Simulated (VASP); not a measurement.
# Pt (Fd-3m) in VASP: a series of runs

Runs on Pt. Level: PBE. Tasks: single point.

All numbers are computed with VASP 6.6.1; they aren't measurements. Logs are shortened: lines on timing, memory, paths and dates and some standing lists are left out, and cuts for length are marked.

## 1. The cell of the first run

Symmetry: Fd-3m, No. 227, cubic system. The conventional cell has a = 5.617 Å, b = 5.617 Å, c = 5.617 Å, α = 90.00°, β = 90.00°, γ = 90.00°. Pt (site symmetry -43m) has 4 Pt at 2.43 Å within 3.2 Å.

This isn't the form of Pt at room conditions, which is fcc.

## 2. Single point, PBE, collinear spin (22.15 Å³/atom)

File INCAR:

```
SYSTEM = Pt
  PREC = Accurate
  ENCUT = 520
  EDIFF = 1E-6
  ISMEAR = -1
  SIGMA = 0.05
  LREAL = .FALSE.
  LASPH = .TRUE.
  NELM = 150
  ALGO = Normal
  ISIF = 2
  LWAVE = .FALSE.
  LCHARG = .FALSE.
  ISPIN = 2
  MAGMOM = 0.194 0.194
  LORBIT = 11
  LMAXMIX = 4
  GGA = PE
  NBANDS = 21
```

File KPOINTS:

```
regular mesh
0
G
  11 11 11
  0 0 0
```

File POSCAR:

```
Pt
1.0
    0.0000000000      2.8083037418      2.8083037418
    2.8083037418      0.0000000000      2.8083037418
    2.8083037418      2.8083037418      0.0000000000
Pt
2
Direct
    0.1250000000      0.1250000000      0.1250000000
    0.8750000000      0.8750000000      0.8750000000
```

Potentials or basis: VASP PAW PBE potentials, release 64 (Pt).

On the command line:

```console
cat potpaw_PBE.64/Pt/POTCAR > POTCAR
mpirun -np 1 vasp_std > vasp.out
```

OUTCAR:

```text
SYSTEM = Pt
   PREC = Accurate
   ENCUT = 520
   EDIFF = 1E-6
   ISMEAR = -1
   LREAL = .FALSE.
   LASPH = .TRUE.
   NELM = 150
   ISIF = 2
   ISPIN = 2
   LORBIT = 11
   GGA = PE

 ion  position               nearest neighbor table
   1  0.125  0.125  0.125-   2 2.43   2 2.43   2 2.43   2 2.43
   2  0.875  0.875  0.875-   1 2.43   1 2.43   1 2.43   1 2.43

  LATTYP: Found a face centered cubic cell.
 ALAT       =     5.6166074836

  Lattice vectors:

 A1 = (   0.0000000000,   2.8083037418,   2.8083037418)
 A2 = (   2.8083037418,   0.0000000000,   2.8083037418)
 A3 = (   2.8083037418,   2.8083037418,   0.0000000000)

Analysis of symmetry for initial positions (statically):
=====================================================================
 Subroutine PRICEL returns:
 Original cell was already a primitive cell.

 Routine SETGRP: Setting up the symmetry group for a
 face centered cubic supercell.

 Subroutine GETGRP returns: Found 48 space group operations
 (whereof 12 operations were pure point group operations)
 out of a pool of 48 trial point group operations.

The static configuration has the point symmetry D_3d.
 The point group associated with its full space group is O_h .

Analysis of symmetry for dynamics (positions and initial velocities):
=====================================================================
 Subroutine PRICEL returns:
 Original cell was already a primitive cell.

 Routine SETGRP: Setting up the symmetry group for a
 face centered cubic supercell.

 Subroutine GETGRP returns: Found 48 space group operations
 (whereof 12 operations were pure point group operations)
 out of a pool of 48 trial point group operations.

The dynamic configuration has the point symmetry D_3d.
 The point group associated with its full space group is O_h .

Analysis of structural, dynamic, and magnetic symmetry:
=====================================================================
 Subroutine PRICEL returns:
 Original cell was already a primitive cell.

 Routine SETGRP: Setting up the symmetry group for a
 face centered cubic supercell.

 Subroutine GETGRP returns: Found 48 space group operations
 (whereof 12 operations were pure point group operations)
 out of a pool of 48 trial point group operations.

The overall configuration has the point symmetry D_3d.
 The point group associated with its full space group is O_h .

 Subroutine INISYM returns: Found 48 space group operations
 (whereof 12 operations are pure point group operations),
 and found     1 'primitive' translations

----------------------------------------------------------------------------------------

                                     Primitive cell

  volume of cell :      44.2958

  direct lattice vectors                    reciprocal lattice vectors
     0.000000000  2.808303742  2.808303742    -0.178043419  0.178043419  0.178043419
     2.808303742  0.000000000  2.808303742     0.178043419 -0.178043419  0.178043419
     2.808303742  2.808303742  0.000000000     0.178043419  0.178043419 -0.178043419

  length of vectors
     3.971541239  3.971541239  3.971541239     0.308380248  0.308380248  0.308380248

  position of ions in fractional coordinates (direct lattice)
     0.125000000  0.125000000  0.125000000
     0.875000000  0.875000000  0.875000000

  ion indices of the primitive-cell ions
   primitive index   ion index
                 1           1
                 2           2

----------------------------------------------------------------------------------------

 KPOINTS: regular mesh

Automatic generation of k-mesh.
 Grid dimensions read from file:
 generate k-points for:   11   11   11

 Generating k-lattice:

  Cartesian coordinates                     Fractional coordinates (reciprocal lattice)
    -0.016185765  0.016185765  0.016185765     0.090909091  0.000000000  0.000000000
     0.016185765 -0.016185765  0.016185765     0.000000000  0.090909091  0.000000000
     0.016185765  0.016185765 -0.016185765     0.000000000  0.000000000  0.090909091

  Length of vectors
     0.028034568  0.028034568  0.028034568

  Shift w.r.t. Gamma in fractional coordinates (k-lattice)
     0.000000000  0.000000000  0.000000000

 Subroutine IBZKPT returns following result:
 ===========================================

 Found     56 irreducible k-points:

 Following reciprocal coordinates:
            Coordinates               Weight
  0.000000  0.000000  0.000000      1.000000
  0.090909  0.000000  0.000000      8.000000
  0.181818  0.000000  0.000000      8.000000
  0.272727  0.000000  0.000000      8.000000
  0.363636  0.000000  0.000000      8.000000
  0.454545  0.000000  0.000000      8.000000
[... 16 lines left out ...]
 -0.272727  0.181818  0.000000     24.000000
 -0.181818  0.181818  0.000000     12.000000
 [... further k-points ...]
   k-points           NKPTS =     56   k-points in BZ     NKDIM =     56   number of bands    NBANDS=     21
   number of dos      NEDOS =    301   number of ions     NIONS =      2
   total plane-waves  NPLWV =  27000
   dimension x,y,z NGX =    30 NGY =   30 NGZ =   30
   dimension x,y,z NGXF=    60 NGYF=   60 NGZF=   60
   ions per type =               2
   NGX,Y,Z   is equivalent  to a cutoff of  12.56, 12.56, 12.56 a.u.
   NGXF,Y,Z  is equivalent  to a cutoff of  25.12, 25.12, 25.12 a.u.
 SYSTEM =  Pt
   PREC   = accura    normal or accurate (medium, high low for compatibility)
   ISTART =      0    job   : 0-new  1-cont  2-samecut
   ICHARG =      2    charge: 1-file 2-atom 10-const
   ISPIN  =      2    spin polarized calculation?
   LNONCOLLINEAR =      F non collinear calculations
   LSORBIT =      F    spin-orbit coupling
   LASPH  =      T    aspherical Exc in radial PAW
   ENCUT  =  520.0 eV  38.22 Ry    6.18 a.u.   7.38  7.38  7.38*2*pi/ulx,y,z
   NELM   =    150;   NELMIN=  2; NELMDL= -5     # of ELM steps
   EDIFF  = 0.1E-05   stopping-criterion for ELM
   LREAL  =      F    real-space projection
[... 7 lines left out ...]
   TEBEG  =    0.0;   TEEND  =   0.0 temperature during run
   PSTRESS=    0.0 pullay stress
   NELECT =      20.0000    total number of electrons
   NUPDOWN=      -1.0000    fix difference up-down
   EMIN   =  10.00;   EMAX   =-10.00  energy-range for DOS
   EFERMI =   0.00;   METHOD = LEGACY
   ISMEAR =    -1;   SIGMA  =   0.05  broadening in eV -4-tet -1-fermi 0-gaus
   EFERMI_NEDOS =   21; number of points for ismear=-14 and -15
   IALGO  =     38    algorithm
   IMIX   =      4    mixing-type and parameters
     AMIX     =   0.40;   BMIX     =  1.00
     AMIX_MAG =   1.60;   BMIX_MAG =  1.00
  volume/ion in A,a.u.               =      22.15       149.46
  Fermi-wavevector in a.u.,A,eV,Ry     =   1.255926  2.373356 21.461155  1.577350
  Thomas-Fermi vector in A             =   2.389659
   LORBIT       =     11    0 simple, 1 ext, 2 COOP (PROOUT), +10 PAW based schemes
   GGA     = PE    functional components
   LHFCALC =     F    Hartree Fock is set to
   AEXX    =    0.0000 exact exchange contribution
   IVDW    =     0    specifies the selected vdW correction
   LEPSILON=     F    determine dielectric tensor
   LRPA    =     F    only Hartree local field effects (RPA)
 spin polarized calculation
  energy-cutoff  :      520.00
  volume of cell :       44.30
 maximum number of plane-waves:      1243
 NGX is ok and might be reduce to    30
   NGX = 15   NGY = 15   NGZ = 15

 number of electron      19.9999996 magnetization       0.0076133

 Free energy of the ion-electron system (eV)
  ---------------------------------------------------
  ext. energy  EPLUGINS =         0.00000000
  ---------------------------------------------------
  free energy    TOTEN  =        -9.95596467 eV

  energy without entropy =       -9.91613068  energy(sigma->0) =       -9.93604768

 E-fermi :   6.1189     XC(G=0): -10.8844

 val. band max:        6.1112266914   @ k =  -0.4545   0.3636   0.0000
 cond. band min:       6.1204603178   @ k =  -0.3636   0.3636   0.0000
 fundamental gap:      0.0092336265
 Fermi energy:         6.1189045308

 spin component 1

 k-point     1 :       0.0000    0.0000    0.0000
  band No.  band energies     occupation
      1      -1.5061      1.00000
      2       1.0910      1.00000
      3       1.0910      1.00000
      4       1.3244      1.00000
      5       1.3244      1.00000
      6       1.3244      1.00000
[... 13 lines left out ...]
     20      19.5680      0.00000
     21      19.5680      0.00000

 k-point     2 :       0.0909    0.0000    0.0000
  band No.  band energies     occupation
      1      -1.3736      1.00000
      2       0.9794      1.00000
      3       0.9794      1.00000
      4       1.3113      1.00000
      5       1.4813      1.00000
      6       1.4813      1.00000
[... 13 lines left out ...]
     20      20.0158      0.00000
     21      20.0158      0.00000

 k-point     3 :       0.1818    0.0000    0.0000
  band No.  band energies     occupation
      1      -0.9993      1.00000
      2       0.8788      1.00000
      3       0.8788      1.00000
      4       1.2784      1.00000
      5       1.6805      1.00000
      6       1.6805      1.00000
[... 13 lines left out ...]
     20      20.8872      0.00000
     21      20.8872      0.00000
[... 457 lines left out ...]
 k-point    23 :      -0.2727    0.1818    0.0000
  band No.  band energies     occupation
      1       0.2219      1.00000
      2       0.6811      1.00000
      3       0.9039      1.00000
      4       1.3396      1.00000
      5       1.4602      1.00000
      6       2.3192      1.00000
[... 13 lines left out ...]
     20      23.2238      0.00000
     21      24.6047      0.00000

 k-point    24 :      -0.1818    0.1818    0.0000
  band No.  band energies     occupation
      1      -0.2695      1.00000
      2       0.6426      1.00000
      3       1.0798      1.00000
      4       1.1685      1.00000
      5       1.5478      1.00000
      6       2.2038      1.00000
[... 13 lines left out ...]
     20      22.2218      0.00000
     21      24.7173      0.00000

 [... further k-points ...]

 spin component 2

 k-point     1 :       0.0000    0.0000    0.0000
  band No.  band energies     occupation
      1      -1.5054      1.00000
      2       1.0930      1.00000
      3       1.0930      1.00000
      4       1.3265      1.00000
      5       1.3265      1.00000
      6       1.3265      1.00000
[... 13 lines left out ...]
     20      19.5686      0.00000
     21      19.5686      0.00000

 k-point     2 :       0.0909    0.0000    0.0000
  band No.  band energies     occupation
      1      -1.3730      1.00000
      2       0.9814      1.00000
      3       0.9814      1.00000
      4       1.3134      1.00000
      5       1.4834      1.00000
      6       1.4834      1.00000
[... 13 lines left out ...]
     20      20.0168      0.00000
     21      20.0168      0.00000

 k-point     3 :       0.1818    0.0000    0.0000
  band No.  band energies     occupation
      1      -0.9987      1.00000
      2       0.8809      1.00000
      3       0.8809      1.00000
      4       1.2804      1.00000
      5       1.6826      1.00000
      6       1.6826      1.00000
[... 13 lines left out ...]
     20      20.8881      0.00000
     21      20.8881      0.00000
[... 457 lines left out ...]
 k-point    23 :      -0.2727    0.1818    0.0000
  band No.  band energies     occupation
      1       0.2229      1.00000
      2       0.6831      1.00000
      3       0.9059      1.00000
      4       1.3416      1.00000
      5       1.4622      1.00000
      6       2.3213      1.00000
[... 13 lines left out ...]
     20      23.2245      0.00000
     21      24.6054      0.00000

 k-point    24 :      -0.1818    0.1818    0.0000
  band No.  band energies     occupation
      1      -0.2687      1.00000
      2       0.6446      1.00000
      3       1.0819      1.00000
      4       1.1705      1.00000
      5       1.5498      1.00000
      6       2.2058      1.00000
[... 13 lines left out ...]
     20      22.2224      0.00000
     21      24.7182      0.00000

 [... further k-points ...]

------------------------ aborting loop because EDIFF is reached ----------------------------------------

  FORCE on cell =-STRESS in cart. coord.  units (eV):
  Direction    XX          YY          ZZ          XY          YZ          ZX
  --------------------------------------------------------------------------------------
  -------------------------------------------------------------------------------------
  Total        3.1374174      3.1374174      3.1374174     -0.0000000      0.0000000      0.0000000
  in kB      113.4803453    113.4803453    113.4803453     -0.0000000      0.0000000      0.0000000
  external PRESSURE =     113.4803453 kB  Pullay stress =       0.0000000 kB

 VOLUME and BASIS-vectors are now :
 -----------------------------------------------------------------------------
  energy-cutoff  :      520.00
  volume of cell :       44.30
      direct lattice vectors                 reciprocal lattice vectors
     0.000000000  2.808303742  2.808303742    -0.178043419  0.178043419  0.178043419
     2.808303742  0.000000000  2.808303742     0.178043419 -0.178043419  0.178043419
     2.808303742  2.808303742  0.000000000     0.178043419  0.178043419 -0.178043419

 POSITION                                       TOTAL-FORCE (eV/Angst)
 -----------------------------------------------------------------------------------
      0.70208      0.70208      0.70208         0.000000      0.000000      0.000000
      4.91453      4.91453      4.91453        -0.000000     -0.000000     -0.000000
 -----------------------------------------------------------------------------------
    total drift:                               -0.000000      0.000000      0.000000

  FREE ENERGIE OF THE ION-ELECTRON SYSTEM (eV)
  ---------------------------------------------------
  free  energy   TOTEN  =        -9.9559646714 eV

  energy  without entropy=       -9.9161306795  energy(sigma->0) =       -9.93604768

 total charge

# of ion       s       p       d       tot
------------------------------------------
    1        0.777   0.544   8.032   9.353
    2        0.777   0.544   8.032   9.353
--------------------------------------------------
tot          1.554   1.089  16.064  18.706

 magnetization (x)

# of ion       s       p       d       tot
------------------------------------------
    1       -0.000   0.000   0.003   0.003
    2       -0.000   0.000   0.003   0.003
--------------------------------------------------
tot         -0.000   0.000   0.006   0.006
```

Run time: 62 s. Hardware: 1 thread of Intel Xeon Platinum 8488C (Sapphire Rapids), shared host; peak memory 0.23 GiB.

What came out:

| Quantity | Value |
| --- | --- |
| Free energy | -9.9560 eV |
| Pressure | 11.3 GPa |
| Band gap on the k mesh | zero (filled and empty bands overlap) |
| Net moment | 0.01 μB per cell |
| Valence electrons inside the program's atomic spheres | Pt 9.35 |

Caveat: the cell stands under pressure; spin-orbit coupling is left out, which moves the levels of the heavy elements.

## 3. Single point, PBE, collinear spin (24.07 Å³/atom)

This run uses another cell than the first one, of 24.07 Å³/atom.

File INCAR:

```
SYSTEM = Pt
  PREC = Accurate
  ENCUT = 520
  EDIFF = 1E-6
  ISMEAR = -1
  SIGMA = 0.05
  LREAL = .False.
  LASPH = .True.
  NELM = 150
  ALGO = Normal
  ISIF = 2
  LWAVE = .False.
  LCHARG = .False.
  ISPIN = 2
  MAGMOM = 0.194 0.194
  LORBIT = 11
  LMAXMIX = 4
  GGA = PE
  NBANDS = 21
```

File KPOINTS:

```
Automatic mesh
0
Gamma
  11 11 11
  0 0 0
```

File POSCAR:

```
Pt
1.0
    0.0000000000      2.8874521957      2.8874521957
    2.8874521957      0.0000000000      2.8874521957
    2.8874521957      2.8874521957      0.0000000000
Pt
2
Direct
    0.1250000000      0.1250000000      0.1250000000
    0.8750000000      0.8750000000      0.8750000000
```

Potentials or basis: VASP PAW PBE potentials, release 64 (Pt).

On the command line:

```console
cat potpaw_PBE.64/Pt/POTCAR > POTCAR
mpirun -np 1 vasp_std > vasp.out
```

Wall time 1.8 min (1 thread of Intel Xeon Platinum 8488C (Sapphire Rapids), shared host); peak memory 0.23 GiB.

Results (log left out):

* Free energy: -10.0782 eV
* Pressure: -0.2 GPa
* Net moment: 0.49 μB per cell
* Site moments: Pt +0.23 μB
* Valence electrons inside the program's atomic spheres: Pt 9.19

Levels at points of the mesh, in eV from the Fermi level:
Spin up:
| k point | band 8 | band 9 | band 10 | band 11 | band 12 | band 13 |
| --- | --- | --- | --- | --- | --- | --- |
| (0.00, 0.00, 0.00) | -1.91 | -1.91 | -0.18 | -0.18 | 10.37 | 10.56 |
Spin down:
```
           k point  band 6  band 7  band 8  band 9  band 10  band 11  band 12  band 13  band 14  band 15
(0.00, 0.00, 0.00)   -4.20   -1.75   -1.75   -1.75    -0.01    -0.01    10.47    10.58    11.56    11.56
```

Caveat: a moment this small can come from the mesh or the smearing; spin-orbit coupling is left out, which moves the levels of the heavy elements.
